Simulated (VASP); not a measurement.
Input of a VASP 6.6.1 run:

INCAR

```
SYSTEM = ScW
PREC = Accurate ; ENCUT = 500
EDIFF = 1E-6 ; ISMEAR = 0
SIGMA = 0.2 ; LREAL = .False.
LASPH = .True. ; NELM = 120
ALGO = Normal ; ISIF = 2
LWAVE = .False. ; LCHARG = .False.
GGA = PE ; NBANDS = 20
GGA_COMPAT = .False.
```

File KPOINTS:

```
Automatic mesh
0
Gamma
  6 6 6
  0 0 0
```

The input POSCAR:

```
ScW
1.0
    0.0000000000      2.7415665650      2.7415665650
    2.7415665650      0.0000000000      2.7415665650
    2.7415665650      2.7415665650      0.0000000000
Sc W
1 1
Direct
    0.0000000000      0.0000000000      0.0000000000
    0.5000000000      0.5000000000      0.5000000000
```

Potentials or basis: VASP PAW PBE potentials, release 64 (Sc_sv, W_sv).

Run with:

```sh
$ cat potpaw_PBE.64/Sc_sv/POTCAR potpaw_PBE.64/W_sv/POTCAR > POTCAR
$ mpirun -np 1 vasp_std > vasp.out
```

Task: Predict the pressure.

Result: 0.8 GPa.

Task: What does it give for the band gap on the k mesh?

Result: Zero (an odd number of electrons rules out a gap without spin polarisation).

Caveat: spin-orbit coupling is left out, which moves the levels of the heavy elements.
